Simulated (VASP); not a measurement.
# HfS2 (P-3m1) in VASP: further runs, part 2 of 3

VASP 6.6.1. The steps go on from the part before.

### Step 4. Single point, LDA

This run uses another cell than the first one, of 22.36 Å³/atom.

INCAR

```
SYSTEM = HfS2
PREC = Accurate
ENCUT = 500
EDIFF = 1E-6
ISMEAR = 0
SIGMA = 0.01
LREAL = .FALSE.
LASPH = .TRUE.
NELM = 120
ALGO = Normal
ISIF = 2
LWAVE = .FALSE.
LCHARG = .FALSE.
NBANDS = 18
GGA_COMPAT = .FALSE.
```

KPOINTS

```
regular mesh
0
G
  12 12 4
  0 0 0
```

POSCAR

```
HfS2
1.0
    3.6302934612      0.0000000000      0.0000000000
   -1.8151467306      3.1439263606      0.0000000000
    0.0000000000      0.0000000000      5.8783536162
Hf S
1 2
Direct
    0.0000000000      0.0000000000      0.0000000000
    0.3333333333      0.6666666667      0.2446282338
    0.6666666667      0.3333333333      0.7553717662
```

Potentials or basis: VASP PAW LDA potentials, release 64 (Hf_pv, S).

The run is started by

```sh
cat potpaw_LDA.64/Hf_pv/POTCAR potpaw_LDA.64/S/POTCAR > POTCAR
mpirun -np 1 vasp_std > vasp.out
```

OUTCAR:

```text
SYSTEM = HfS2
   PREC = Accurate
   ENCUT = 500
   EDIFF = 1E-6
   ISMEAR = 0
   LREAL = .FALSE.
   LASPH = .TRUE.
   NELM = 120
   ISIF = 2

 ion  position               nearest neighbor table
   1  0.000  0.000  0.000-   2 2.54   3 2.54   3 2.54   2 2.54   3 2.54   2 2.54
   2  0.333  0.667  0.245-   1 2.54   1 2.54   1 2.54
   3  0.667  0.333  0.755-   1 2.54   1 2.54   1 2.54

  LATTYP: Found a hexagonal cell.
 ALAT       =     3.6302934612
 C/A-ratio  =     1.6192502559

  Lattice vectors:
[... 696 lines left out ...]

  FORCE on cell =-STRESS in cart. coord.  units (eV):
  Direction    XX          YY          ZZ          XY          YZ          ZX
  --------------------------------------------------------------------------------------
  -------------------------------------------------------------------------------------
  Total       -2.0279622     -2.0279622     -1.3399688     -0.0000000      0.0000000     -0.0000000
  in kB      -48.4284564    -48.4284564    -31.9989309     -0.0000000      0.0000000     -0.0000000
  external PRESSURE =     -42.9519479 kB  Pullay stress =       0.0000000 kB

 VOLUME and BASIS-vectors are now :
 -----------------------------------------------------------------------------
  energy-cutoff  :      500.00
  volume of cell :       67.09
      direct lattice vectors                 reciprocal lattice vectors
     3.630293461  0.000000000  0.000000000     0.275459825  0.159036804  0.000000000
    -1.815146731  3.143926361  0.000000000     0.000000000  0.318073608  0.000000000
     0.000000000  0.000000000  5.878353616     0.000000000  0.000000000  0.170115659

 POSITION                                       TOTAL-FORCE (eV/Angst)
 -----------------------------------------------------------------------------------
      0.00000      0.00000      0.00000        -0.000000      0.000000      0.000000
     -0.00000      2.09595      1.43801         0.000000     -0.000000     -0.307351
      1.81515      1.04798      4.44034        -0.000000      0.000000      0.307351
 -----------------------------------------------------------------------------------
    total drift:                                0.000000     -0.000000      0.000000

  FREE ENERGIE OF THE ION-ELECTRON SYSTEM (eV)
  ---------------------------------------------------
  free  energy   TOTEN  =       -24.8295988366 eV

  energy  without entropy=      -24.8295988366  energy(sigma->0) =      -24.82959884
```

Wall time 30 s (1 thread of Intel Xeon 6975P-C (Granite Rapids), shared host); peak memory 0.21 GiB.

Results:

```
Free energy            : -24.8296 eV
Pressure               : -4.3 GPa
Largest force          : 0.307 eV/Å
Band gap on the k mesh : 0.89 eV (least direct gap 1.74 eV)
```

Forces in eV/Å, atoms in the order of the input:
```
Hf   0.000  0.000  0.000
S    0.000  0.000 -0.307
S    0.000  0.000  0.307
```

Stress tensor (GPa, compression positive):
```
-4.84  0.00  0.00
 0.00 -4.84  0.00
 0.00  0.00 -3.20
```

Levels at points of the mesh, in eV from the valence-band top:
```csv
k point,band 9,band 10,band 11,band 12,band 13,band 14
"(0.00, 0.00, 0.00)",-0.12,-0.12,-0.02,1.77,1.77,2.40
"(0.50, 0.00, 0.00)",-2.54,-2.03,-1.38,1.04,3.81,3.84
"(0.00, 0.00, 0.50)",-1.94,-0.25,-0.25,1.73,1.73,2.67
"(0.50, 0.00, 0.50)",-2.43,-1.11,-0.91,0.89,3.80,3.89
```

Caveat: the cell stands under tension; spin-orbit coupling is left out, which moves the levels of the heavy elements. A k mesh can miss the band edges.

### Step 5. Relaxation of cell and atoms, PBE+D3(BJ)

This run uses another cell than the first one, of 29.94 Å³/atom.

INCAR

```
SYSTEM = HfS2
PREC     = Accurate       ! precision mode
ENCUT    = 500            ! plane-wave cutoff, eV
EDIFF    = 1E-7           ! SCF threshold, eV
ISMEAR   = -1             ! smearing method
SIGMA    = 0.02           ! smearing width, eV
LREAL    = .False.        ! projectors in reciprocal space
LASPH    = .True.         ! aspherical terms in the spheres
NELM     = 120            ! most SCF steps
ALGO     = Normal         ! electronic algorithm
ISIF     = 3              ! what is computed and relaxed
LWAVE    = .False.        ! write WAVECAR
LCHARG   = .False.        ! write CHGCAR
GGA      = PE             ! functional
IVDW     = 12             ! dispersion correction
IBRION   = 2              ! ionic algorithm
NSW      = 80             ! ionic steps
EDIFFG   = -0.005         ! ionic threshold
GGA_COMPAT= .False.      
NELMIN   = 4
```

KPOINTS

```
Automatic mesh
0
Gamma
  6 6 4
  0 0 0
```

POSCAR

```
HfS2
1.0
    4.0792851200      0.0000000000      0.0000000000
   -2.0396425600      3.5327645432      0.0000000000
    0.0000000000      0.0000000000      6.2326373440
Hf S
1 2
Direct
    0.0000000000      0.0000000000      0.0000000000
    0.3333333333      0.6666666667      0.2659498027
    0.6666666667      0.3333333333      0.7340501973
```

Potentials or basis: VASP PAW PBE potentials, release 64 (Hf_pv, S).

The run is started by

```sh
cat potpaw_PBE.64/Hf_pv/POTCAR potpaw_PBE.64/S/POTCAR > POTCAR
mpirun -np 1 vasp_std > vasp.out
```

OUTCAR:

```text
SYSTEM = HfS2
   PREC = Accurate
   ENCUT = 500
   EDIFF = 1E-7
   ISMEAR = -1
   LREAL = .False.
   LASPH = .True.
   NELM = 120
   ISIF = 3
   GGA = PE
   IVDW = 12
   IBRION = 2
   NSW = 80
   EDIFFG = -0.005
   NELMIN = 4
 IVDW          = 12

 ion  position               nearest neighbor table
   1  0.000  0.000  0.000-   2 2.88   3 2.88   3 2.88   2 2.88   3 2.88   2 2.88
   2  0.333  0.667  0.266-   1 2.88   1 2.88   1 2.88
   3  0.667  0.333  0.734-   1 2.88   1 2.88   1 2.88

  LATTYP: Found a hexagonal cell.
 ALAT       =     4.0792851200
 C/A-ratio  =     1.5278748998

  Lattice vectors:

 A1 = (   4.0792851200,   0.0000000000,   0.0000000000)
 A2 = (  -2.0396425600,   3.5327645432,   0.0000000000)
 A3 = (   0.0000000000,   0.0000000000,   6.2326373440)

Analysis of symmetry for initial positions (statically):
=====================================================================
 Subroutine PRICEL returns:
 Original cell was already a primitive cell.

 Routine SETGRP: Setting up the symmetry group for a
 hexagonal supercell.

 Subroutine GETGRP returns: Found 12 space group operations
 (whereof 12 operations were pure point group operations)
 out of a pool of 24 trial point group operations.

The static configuration has the point symmetry D_3d.

Analysis of symmetry for dynamics (positions and initial velocities):
=====================================================================
 Subroutine PRICEL returns:
 Original cell was already a primitive cell.

 Routine SETGRP: Setting up the symmetry group for a
 hexagonal supercell.

 Subroutine GETGRP returns: Found 12 space group operations
 (whereof 12 operations were pure point group operations)
 out of a pool of 24 trial point group operations.

The dynamic configuration has the point symmetry D_3d.

 Subroutine INISYM returns: Found 12 space group operations
 (whereof 12 operations are pure point group operations),
 and found     1 'primitive' translations

----------------------------------------------------------------------------------------
[... 99 lines left out ...]
   NFREE  =      1    steps in history (QN), initial steepest desc. (CG)
   ISIF   =      3    stress and relaxation
   ISYM   =      2    0-nonsym 1-usesym 2-fastsym
   POTIM  = 0.5000    time-step for ionic-motion
   TEBEG  =    0.0;   TEEND  =   0.0 temperature during run
   PSTRESS=    0.0 pullay stress
   NELECT =      22.0000    total number of electrons
   NUPDOWN=      -1.0000    fix difference up-down
   EMIN   =  10.00;   EMAX   =-10.00  energy-range for DOS
   EFERMI =   0.00;   METHOD = LEGACY
   ISMEAR =    -1;   SIGMA  =   0.02  broadening in eV -4-tet -1-fermi 0-gaus
   EFERMI_NEDOS =   21; number of points for ismear=-14 and -15
   IALGO  =     38    algorithm
   IMIX   =      4    mixing-type and parameters
     AMIX     =   0.40;   BMIX     =  1.00
     AMIX_MAG =   1.60;   BMIX_MAG =  1.00
  volume/ion in A,a.u.               =      29.94       202.04
  Fermi-wavevector in a.u.,A,eV,Ry     =   1.024296  1.935639 14.274995  1.049183
  Thomas-Fermi vector in A             =   2.158076
   LORBIT       =      0    0 simple, 1 ext, 2 COOP (PROOUT), +10 PAW based schemes
   GGA     = PE    functional components
   LHFCALC =     F    Hartree Fock is set to
   AEXX    =    0.0000 exact exchange contribution
   IVDW    =    12    specifies the selected vdW correction
   LEPSILON=     F    determine dielectric tensor
   LRPA    =     F    only Hartree local field effects (RPA)
 conjugate gradient relaxation of ions
 non-spin polarized calculation
  energy-cutoff  :      500.00
  volume of cell :       89.82
 maximum number of plane-waves:      2300
 NGX is ok and might be reduce to    30
   NGX = 15   NGY = 15   NGZ = 23

--------------------------------------- Ionic step        1  -------------------------------------------

 number of electron      21.9999998 magnetization

 Free energy of the ion-electron system (eV)
  ---------------------------------------------------
  ext. energy  EPLUGINS =         0.00000000
  ---------------------------------------------------
  free energy    TOTEN  =       -20.86377300 eV

  energy without entropy =      -20.86377300  energy(sigma->0) =      -20.86377300

 E-fermi :   1.6938     XC(G=0):  -8.5043

 val. band max:        1.3064091111   @ k =   0.0000   0.0000   0.0000
 cond. band min:       2.1988594566   @ k =   0.5000   0.0000   0.0000
 fundamental gap:      0.8924503455
 Fermi energy:         1.6937663438
[... 985 lines left out ...]
  FREE ENERGIE OF THE ION-ELECTRON SYSTEM (eV)
  ---------------------------------------------------
  free  energy   TOTEN  =       -23.8651736613 eV

  energy  without entropy=      -23.8651736613  energy(sigma->0) =      -23.86517366

[... ionic steps 4 to 11 ...]

--------------------------------------- Ionic step       12  -------------------------------------------

 number of electron      22.0000000 magnetization

------------------------ aborting loop because EDIFF is reached ----------------------------------------
[... 77 lines left out ...]
--------------------------------------- Ionic step       14  -------------------------------------------

 number of electron      22.0000001 magnetization

 Free energy of the ion-electron system (eV)
  ---------------------------------------------------
  ext. energy  EPLUGINS =         0.00000000
  ---------------------------------------------------
  free energy    TOTEN  =       -22.85329412 eV

  energy without entropy =      -22.85329412  energy(sigma->0) =      -22.85329412

 E-fermi :   4.1835     XC(G=0):  -9.8469

 val. band max:        3.7540334708   @ k =   0.0000   0.0000   0.0000
 cond. band min:       4.6242569027   @ k =   0.5000   0.0000   0.5000
 fundamental gap:      0.8702234319
 Fermi energy:         4.1835211858
[... 464 lines left out ...]
  FREE ENERGIE OF THE ION-ELECTRON SYSTEM (eV)
  ---------------------------------------------------
  free  energy   TOTEN  =       -23.8795659079 eV

  energy  without entropy=      -23.8795659079  energy(sigma->0) =      -23.87956591

 reached required accuracy - stopping structural energy minimisation
```

CONTCAR:

```text
HfS2
   1.00000000000000
     3.6033018559026568    0.0000000000000000    0.0000000000000000
    -1.8016509279513284    3.1205509447154123   -0.0000000000000000
     0.0000000000000000   -0.0000000000000000    5.7555938010525427
  Hf              S
     1     2
Direct
     0.0000000000000000    0.0000000000000000    0.0000000000000000
     0.3333333332999970    0.6666666667000030    0.2520809817034251
     0.6666666667000030    0.3333333332999970    0.7479190182965747

  0.00000000E+00  0.00000000E+00  0.00000000E+00
  0.00000000E+00  0.00000000E+00  0.00000000E+00
  0.00000000E+00  0.00000000E+00  0.00000000E+00
```

It took 2.6 min on 1 thread of Intel Xeon 6975P-C (Granite Rapids), shared host; peak memory 0.23 GiB.

Results:

```
Free energy                           : -23.8796 eV
Relaxed volume                        : 21.57 Å³/atom
Relaxed cell                          : a = 3.603 Å, b = 3.603 Å, c = 5.756 Å, α = 90.00°, β = 90.00°, γ = 120.00°
Space group after relaxing (to 0.1 Å) : P-3m1 (No. 164)
Energy gained by relaxing             : 766.0 meV/atom
Ionic steps                           : 14
Pressure after relaxing               : 0.0 GPa
Band gap on the k mesh                : 0.87 eV (least direct gap 1.83 eV)
Dispersion energy per atom            : -0.342 eV
```

Forces in eV/Å, atoms in the order of the input:
```
Hf   0.000  0.000  0.000
S    0.000  0.000  0.002
S    0.000  0.000 -0.002
```

The path:
```
step  energy change (eV)  largest force (eV/Å)  pressure (GPa)  volume (Å³)
   1              0.0000                2.8246          -18.72        89.82
   2             -0.7041                4.6326           41.86        51.58
   3             -2.2837                0.1224           -1.65        65.12
   4             -2.2887                0.0261           -0.48        64.46
   5             -2.2888                0.1312            0.35        64.01
   6             -2.2953                0.0608            0.47        63.88
   7             -2.2965                0.0082            0.56        63.79
   8             -2.2963                0.1389           -0.64        64.50
   9             -2.2971                0.0582            0.01        64.11
  10             -2.2974                0.0457            0.01        64.21
  11             -2.2979                0.0079           -0.01        64.51
  12             -2.2979                0.0071           -0.01        64.63
  13             -2.2981                0.0029            0.02        64.71
  14             -2.2981                0.0025            0.03        64.72
```

Final structure:
```
Hf S
1.0
     3.60330    0.00000    0.00000
    -1.80165    3.12055    0.00000
     0.00000    0.00000    5.75559
Hf S
1 2
Direct
  0.00000 0.00000 0.00000
  0.33333 0.66667 0.25208
  0.66667 0.33333 0.74792
```

Levels at points of the mesh, in eV from the valence-band top:
```
           k point  band 7  band 8  band 9  band 10  band 11  band 12  band 13  band 14  band 15
(0.00, 0.00, 0.00)   -2.90   -2.90   -0.18    -0.18     0.00     1.86     1.86     2.43     5.21
(0.50, 0.00, 0.00)   -2.98   -2.73   -2.59    -2.23    -1.49     1.02     3.99     4.06     6.15
(0.00, 0.00, 0.50)   -2.85   -2.85   -2.11    -0.36    -0.36     1.81     1.81     2.73     5.76
(0.50, 0.00, 0.50)   -3.75   -2.80   -2.54    -1.15    -0.96     0.87     3.97     4.10     5.53
```

Caveat: the volume moved by over 15 % at a fixed basis, so the end points are rough; spin-orbit coupling is left out, which moves the levels of the heavy elements.

(Continued in part 3 of 3.)
